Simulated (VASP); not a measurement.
Here is a VASP 6.6.1 calculation.

File INCAR:

```
ALGO = Fast
EDIFF = 1E-6
ENCUT = 520
GGA = PS
ISIF = 2
ISMEAR = 0
LASPH = T
LCHARG = F
LREAL = F
LWAVE = F
NBANDS = 20
NELM = 80
PREC = Accurate
SIGMA = 0.15
```

File KPOINTS:

```
k-points
0
Gamma
  16 16 14
```

POSCAR

```
TaRu
1.0
    3.3964625000      0.0000000000      0.0000000000
    0.0000000000      2.7095375000      0.0000000000
    0.0000000000      0.0000000000      3.3890000000
Ta Ru
1 1
Direct
    0.5000000000      0.5000000000      0.5000000000
    0.0000000000      0.0000000000      0.0000000000
```

Potentials or basis: VASP PAW PBE potentials, release 64 (Ta_pv, Ru_pv).

Command:

```sh
$ cat potpaw_PBE.64/Ta_pv/POTCAR potpaw_PBE.64/Ru_pv/POTCAR > POTCAR
$ mpirun -np 1 vasp_std > vasp.out
```

Q: What does it give for the pressure?

A: 2.1 GPa.

Stress tensor (GPa, compression positive):
```
-11.25   0.00   0.00
  0.00  29.41   0.00
  0.00   0.00 -11.85
```

Caveat: the cell differs from its parent crystal (strain +0.1125 x Voigt [1, -1, 0, 0, 0, 0]); the PAW data sets were made with another functional, which shifts forces and pressure a little.
